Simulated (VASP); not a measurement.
Input of a VASP 6.6.1 run:

INCAR

```
SYSTEM = As
  PREC = Accurate
  ENCUT = 520
  EDIFF = 1E-7
  ISMEAR = -1
  SIGMA = 0.1
  LREAL = .False.
  LASPH = .True.
  NELM = 80
  ALGO = Normal
  ISIF = 2
  LWAVE = .False.
  LCHARG = .False.
  GGA = B5
  ALDAX = 1.0
  AGGAX = 1.0
  AGGAC = 1.0
  ALDAC = 0.0
  NBANDS = 14
```

Contents of KPOINTS:

```
regular mesh
0
Gamma
  8 8 12
  0 0 0
```

The input POSCAR:

```
As
1.0
    4.9492639087      0.0000000000      0.0000000000
   -2.4746319543      4.2861882749      0.0000000000
    0.0000000000      0.0000000000      2.8825928142
As
3
Direct
    1.0000000000      0.0000000000      0.0000000000
    0.3333333333      0.6666666667      0.5000000000
    0.6666666667      0.3333333333      0.5000000000
```

Potentials or basis: VASP PAW PBE potentials, release 64 (As).

Run with:

```console
$ cat potpaw_PBE.64/As/POTCAR > POTCAR
$ mpirun -np 1 vasp_std > vasp.out
```

(1) Estimate the band gap on the k mesh.

(2) Estimate the pressure.

Results:

(1) zero (an odd number of electrons rules out a gap without spin polarisation).

(2) 3.0 GPa.

Caveat: the cell stands under pressure; the PAW data sets were made with another functional, which shifts forces and pressure a little.
